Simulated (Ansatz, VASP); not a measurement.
**Two plane-wave programs on Mg2B3**

```
CELL_PARAMETERS angstrom
6.67766 0.00000 0.00000
0.00000 6.67766 0.00000
0.00000 0.00000 3.15244
ATOMIC_POSITIONS crystal
Mg 0.75568 0.24432 0.00000
Mg 0.24432 0.75568 0.00000
Mg 0.24432 0.24432 0.50000
Mg 0.75568 0.75568 0.50000
B 0.50000 0.00000 0.75000
B 0.50000 0.00000 0.25000
B 0.00000 0.50000 0.75000
B 0.00000 0.50000 0.25000
B 0.00000 0.00000 0.75000
B 0.00000 0.00000 0.25000
```

Change from the starting cell: species swapped into the Ti2H3 type (P4_2/mcm, No. 132).

Alike in both runs: functional PBE; k mesh 4 × 4 × 4; occupations gaussian, width 0.1 eV; no spin polarisation.

Ansatz relaxed the structure, and its values are those at the end. VASP's run is a single point on that final structure, the one shown.

|  | VASP | Ansatz |
| --- | --- | --- |
| version | VASP 6.6.1 | Ansatz 0.2.0 |
| potentials or method | VASP PAW PBE potentials, release 64 (Mg, B), cutoff 520 eV | scalar-relativistic, plane waves, PAW |
| valence electrons in the cell | 26 | 58 |

Ansatz gave:

```
gap on the k mesh at the Fermi level (eV) : none
pressure (GPa)                            : 0.0
rms of the force components (eV/Å)        : 0.005
```

Task: Which values does VASP return?

Result: gap on the k mesh at the Fermi level (eV): none; pressure (GPa): -0.2; rms of the force components (eV/Å): 0.005.

A gap of «none» marks a metal or a gap that the smearing closes. With one functional, cell and mesh, what is left measures potentials, basis and numerics. VASP's potentials hold 26 valence electrons a cell and Ansatz's 58, so a difference there can come from the potentials and not from the codes.

The k mesh is coarse, so the values compare programs but aren't converged.
